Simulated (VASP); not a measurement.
# W (I4/mmm) in VASP: single point with PBEsol

Aim: the single point of W with PBEsol.

All numbers are computed with VASP 6.6.1; they aren't measurements. Logs are shortened: lines on timing, memory, paths and dates and some standing lists are left out, and cuts for length are marked.

## (1) The cell of the first run

The structure is tetragonal, space group I4/mmm (No. 139). Conventional cell: a = 3.127 Å, b = 3.127 Å, c = 3.006 Å, α = 90.00°, β = 90.00°, γ = 90.00°. Within 3.5 Å of W (site symmetry 4/mmm) lie 14 W at 2.67 to 3.13 Å.

## (2) Single point, PBEsol

Input file INCAR:

```
PREC     = Accurate       # precision mode
ENCUT    = 500            # plane-wave cutoff, eV
EDIFF    = 1E-6           # SCF threshold, eV
ISMEAR   = 0              # smearing method
SIGMA    = 0.15           # smearing width, eV
LREAL    = False          # projectors in reciprocal space
LASPH    = True           # aspherical terms in the spheres
NELM     = 120            # most SCF steps
ALGO     = Normal         # electronic algorithm
ISIF     = 2              # what is computed and relaxed
LWAVE    = False          # write WAVECAR
LCHARG   = False          # write CHGCAR
GGA      = PS             # functional
NBANDS   = 13             # bands
ISYM     = 0            
GGA_COMPAT= False
```

Input file KPOINTS:

```
regular mesh
0
Gamma
  22 22 22
```

Input file POSCAR:

```
W
1.0
    0.0000000000      2.2113960898      1.5030859222
    2.2113960898      0.0000000000      1.5030859222
    2.2113960898      2.2113960898      0.0000000000
W
1
Direct
    0.0000000000      0.0000000000      0.0000000000
```

Potentials or basis: VASP PAW PBE potentials, release 64 (W_sv).

Started as:

```console
cat potpaw_PBE.64/W_sv/POTCAR > POTCAR
mpirun -np 1 vasp_std > vasp.out
```

OUTCAR:

```text
PREC = Accurate
   ENCUT = 500
   EDIFF = 1E-6
   ISMEAR = 0
   LREAL = False
   LASPH = True
   NELM = 120
   ISIF = 2
   GGA = PS
   ISYM = 0

 ion  position               nearest neighbor table
   1  0.000  0.000  0.000-

IMPORTANT INFORMATION: All symmetrisations will be switched off!
NOSYMM: (Re-)initialisation of all symmetry stuff for point group C_1.

----------------------------------------------------------------------------------------

                                     Primitive cell

  volume of cell :      14.7010

  direct lattice vectors                    reciprocal lattice vectors
     0.000000000  2.211396090  1.503085922    -0.226101512  0.226101512  0.332648981
     2.211396090  0.000000000  1.503085922     0.226101512 -0.226101512  0.332648981
     2.211396090  2.211396090  0.000000000     0.226101512  0.226101512 -0.332648981

  length of vectors
     2.673862367  2.673862367  3.127386342     0.461409939  0.461409939  0.461409939

  position of ions in fractional coordinates (direct lattice)
     0.000000000  0.000000000  0.000000000

  ion indices of the primitive-cell ions
   primitive index   ion index
                 1           1

----------------------------------------------------------------------------------------

 KPOINTS: regular mesh

Automatic generation of k-mesh.
 Grid dimensions read from file:
 generate k-points for:   22   22   22

 Generating k-lattice:

  Cartesian coordinates                     Fractional coordinates (reciprocal lattice)
    -0.010277341  0.010277341  0.015120408     0.045454545 -0.000000000  0.000000000
     0.010277341 -0.010277341  0.015120408    -0.000000000  0.045454545  0.000000000
     0.010277341  0.010277341 -0.015120408     0.000000000  0.000000000  0.045454545

  Length of vectors
     0.020973179  0.020973179  0.020973179

  Shift w.r.t. Gamma in fractional coordinates (k-lattice)
     0.000000000  0.000000000  0.000000000

 Subroutine IBZKPT returns following result:
 ===========================================

 Found   5328 irreducible k-points:

 Following reciprocal coordinates:
            Coordinates               Weight
  0.000000  0.000000  0.000000      1.000000
  0.045455 -0.000000  0.000000      2.000000
 -0.000000 -0.000000 -0.045455      2.000000
 -0.000000  0.045455  0.000000      2.000000
  0.045455  0.045455  0.045455      2.000000
  0.090909 -0.000000  0.000000      2.000000
[... 16 lines left out ...]
 -0.000000 -0.000000 -0.272727      2.000000
 -0.000000  0.272727  0.000000      2.000000
 [... further k-points ...]
   k-points           NKPTS =   5328   k-points in BZ     NKDIM =   5328   number of bands    NBANDS=     13
   number of dos      NEDOS =    301   number of ions     NIONS =      1
   total plane-waves  NPLWV =   9600
   dimension x,y,z NGX =    20 NGY =   20 NGZ =   24
   dimension x,y,z NGXF=    40 NGYF=   40 NGZF=   48
   ions per type =               1
   NGX,Y,Z   is equivalent  to a cutoff of  12.43, 12.43, 12.76 a.u.
   NGXF,Y,Z  is equivalent  to a cutoff of  24.87, 24.87, 25.52 a.u.
 SYSTEM =  unknown system
   PREC   = accura    normal or accurate (medium, high low for compatibility)
   ISTART =      0    job   : 0-new  1-cont  2-samecut
   ICHARG =      2    charge: 1-file 2-atom 10-const
   ISPIN  =      1    spin polarized calculation?
   LNONCOLLINEAR =      F non collinear calculations
   LSORBIT =      F    spin-orbit coupling
   LASPH  =      T    aspherical Exc in radial PAW
   ENCUT  =  500.0 eV  36.75 Ry    6.06 a.u.   4.88  4.88  5.70*2*pi/ulx,y,z
   NELM   =    120;   NELMIN=  2; NELMDL= -5     # of ELM steps
   EDIFF  = 0.1E-05   stopping-criterion for ELM
   LREAL  =      F    real-space projection
   EDIFFG = 0.1E-04   stopping-criterion for IOM
   NSW    =      0    number of steps for IOM
   IBRION =     -1    ionic relax: 0-MD 1-quasi-New 2-CG
   NFREE  =      0    steps in history (QN), initial steepest desc. (CG)
   ISIF   =      2    stress and relaxation
   ISYM   =      0    0-nonsym 1-usesym 2-fastsym
   POTIM  = 0.5000    time-step for ionic-motion
   TEBEG  =    0.0;   TEEND  =   0.0 temperature during run
   PSTRESS=    0.0 pullay stress
   NELECT =      14.0000    total number of electrons
   NUPDOWN=      -1.0000    fix difference up-down
   EMIN   =  10.00;   EMAX   =-10.00  energy-range for DOS
   EFERMI =   0.00;   METHOD = LEGACY
   ISMEAR =     0;   SIGMA  =   0.15  broadening in eV -4-tet -1-fermi 0-gaus
   EFERMI_NEDOS =   21; number of points for ismear=-14 and -15
   IALGO  =     38    algorithm
   IMIX   =      4    mixing-type and parameters
     AMIX     =   0.40;   BMIX     =  1.00
     AMIX_MAG =   1.60;   BMIX_MAG =  1.00
  volume/ion in A,a.u.               =      14.70        99.21
  Fermi-wavevector in a.u.,A,eV,Ry     =   1.610653  3.043692 35.296259  2.594202
  Thomas-Fermi vector in A             =   2.706169
   LORBIT       =      0    0 simple, 1 ext, 2 COOP (PROOUT), +10 PAW based schemes
   GGA     = PS    functional components
   LHFCALC =     F    Hartree Fock is set to
   AEXX    =    0.0000 exact exchange contribution
   IVDW    =     0    specifies the selected vdW correction
   LEPSILON=     F    determine dielectric tensor
   LRPA    =     F    only Hartree local field effects (RPA)
 non-spin polarized calculation
 Gauss-broadening in eV      SIGMA  =   0.15
  energy-cutoff  :      500.00
  volume of cell :       14.70
 maximum number of plane-waves:       390
   NGX =  9   NGY =  9   NGZ = 11

 number of electron      13.9999999 magnetization

 Free energy of the ion-electron system (eV)
  ---------------------------------------------------
  ext. energy  EPLUGINS =         0.00000000
  ---------------------------------------------------
  free energy    TOTEN  =       -13.71116702 eV

  energy without entropy =      -13.70531302  energy(sigma->0) =      -13.70824002

 E-fermi :  12.4165     XC(G=0): -14.1925

 val. band max:       12.4158772584   @ k =   0.0000  -0.0909   0.4091
 cond. band min:      12.4186749156   @ k =  -0.1818  -0.1364  -0.1818
 fundamental gap:      0.0027976572
 Fermi energy:        12.4164522774

 k-point     1 :       0.0000    0.0000    0.0000
  band No.  band energies     occupation
      1     -61.6579      2.00000
      2     -25.0939      2.00000
      3     -25.0939      2.00000
      4     -25.0725      2.00000
      5       2.3319      2.00000
      6      10.6492      2.00000
      7      11.2401      2.00000
      8      11.2401      2.00000
      9      14.3862      0.00000
     10      15.1995      0.00000
     11      26.8497      0.00000
     12      26.8497      0.00000
     13      27.6690      0.00000

 k-point     2 :       0.0455   -0.0000    0.0000
  band No.  band energies     occupation
      1     -61.6541      2.00000
      2     -25.1227      2.00000
      3     -25.1055      2.00000
      4     -25.0814      2.00000
      5       2.4446      2.00000
      6      10.6606      2.00000
      7      11.2189      2.00000
      8      11.2631      2.00000
      9      14.3666      0.00000
     10      15.1045      0.00000
     11      27.0424      0.00000
     12      27.0488      0.00000
     13      27.8618      0.00000

 k-point     3 :      -0.0000   -0.0000   -0.0455
  band No.  band energies     occupation
      1     -61.6541      2.00000
      2     -25.1227      2.00000
      3     -25.1055      2.00000
      4     -25.0814      2.00000
      5       2.4446      2.00000
      6      10.6606      2.00000
      7      11.2189      2.00000
      8      11.2631      2.00000
      9      14.3666      0.00000
     10      15.1045      0.00000
     11      27.0424      0.00000
     12      27.0488      0.00000
     13      27.8618      0.00000

 k-point     4 :      -0.0000    0.0455    0.0000
  band No.  band energies     occupation
      1     -61.6541      2.00000
      2     -25.1227      2.00000
      3     -25.1055      2.00000
      4     -25.0814      2.00000
      5       2.4446      2.00000
      6      10.6606      2.00000
      7      11.2189      2.00000
      8      11.2631      2.00000
      9      14.3666      0.00000
     10      15.1045      0.00000
     11      27.0424      0.00000
     12      27.0488      0.00000
     13      27.8618      0.00000

 k-point     5 :       0.0455    0.0455    0.0455
  band No.  band energies     occupation
      1     -61.6541      2.00000
      2     -25.1227      2.00000
      3     -25.1055      2.00000
      4     -25.0814      2.00000
      5       2.4446      2.00000
      6      10.6606      2.00000
      7      11.2189      2.00000
      8      11.2631      2.00000
      9      14.3666      0.00000
     10      15.1045      0.00000
     11      27.0424      0.00000
     12      27.0488      0.00000
     13      27.8618      0.00000
[... 257 lines left out ...]
 k-point    22 :       0.2727   -0.0000    0.0000
  band No.  band energies     occupation
      1     -61.5495      2.00000
      2     -26.0647      2.00000
      3     -25.4111      2.00000
      4     -25.1047      2.00000
      5       5.2132      2.00000
      6       9.2285      2.00000
      7      10.4653      2.00000
      8      14.4642      0.00000
      9      14.5687      0.00000
     10      15.0528      0.00000
     11      27.2616      0.00000
     12      29.8656      0.00000
     13      32.7706      0.00000

 k-point    23 :      -0.0000   -0.0000   -0.2727
  band No.  band energies     occupation
      1     -61.5495      2.00000
      2     -26.0647      2.00000
      3     -25.4111      2.00000
      4     -25.1047      2.00000
      5       5.2132      2.00000
      6       9.2285      2.00000
      7      10.4653      2.00000
      8      14.4642      0.00000
      9      14.5687      0.00000
     10      15.0528      0.00000
     11      27.2616      0.00000
     12      29.8656      0.00000
     13      32.7706      0.00000

 k-point    24 :      -0.0000    0.2727    0.0000
  band No.  band energies     occupation
      1     -61.5495      2.00000
      2     -26.0647      2.00000
      3     -25.4111      2.00000
      4     -25.1047      2.00000
      5       5.2132      2.00000
      6       9.2285      2.00000
      7      10.4653      2.00000
      8      14.4642      0.00000
      9      14.5687      0.00000
     10      15.0528      0.00000
     11      27.2616      0.00000
     12      29.8656      0.00000
     13      32.7706      0.00000

 [... further k-points ...]

------------------------ aborting loop because EDIFF is reached ----------------------------------------

  FORCE on cell =-STRESS in cart. coord.  units (eV):
  Direction    XX          YY          ZZ          XY          YZ          ZX
  --------------------------------------------------------------------------------------
  -------------------------------------------------------------------------------------
  Total        1.8711451      1.8711447      3.2387309     -0.0000090     -0.0000049     -0.0000046
  in kB      203.9253280    203.9252817    352.9706348     -0.0009855     -0.0005310     -0.0005010
  external PRESSURE =     253.6070815 kB  Pullay stress =       0.0000000 kB

 VOLUME and BASIS-vectors are now :
 -----------------------------------------------------------------------------
  energy-cutoff  :      500.00
  volume of cell :       14.70
      direct lattice vectors                 reciprocal lattice vectors
     0.000000000  2.211396090  1.503085922    -0.226101512  0.226101512  0.332648981
     2.211396090  0.000000000  1.503085922     0.226101512 -0.226101512  0.332648981
     2.211396090  2.211396090  0.000000000     0.226101512  0.226101512 -0.332648981

 POSITION                                       TOTAL-FORCE (eV/Angst)
 -----------------------------------------------------------------------------------
      0.00000      0.00000      0.00000         0.000000      0.000000     -0.000000
 -----------------------------------------------------------------------------------
    total drift:                                0.000000      0.000000     -0.000000

  FREE ENERGIE OF THE ION-ELECTRON SYSTEM (eV)
  ---------------------------------------------------
  free  energy   TOTEN  =       -13.7111670245 eV

  energy  without entropy=      -13.7053130159  energy(sigma->0) =      -13.70824002
```

It took 20 min on 1 thread of Oxide Virtual Turin-like, shared host; peak memory 0.87 GiB.

Results:

```
Free energy            : -13.7112 eV
Pressure               : 25.4 GPa
Band gap on the k mesh : zero (bands 7 and 8 overlap by 7.01 eV)
```

Caveat: the stress differs along the axes, from 20 to 35 GPa; the PAW data sets were made with another functional, which shifts forces and pressure a little; spin-orbit coupling is left out, which moves the levels of the heavy elements.
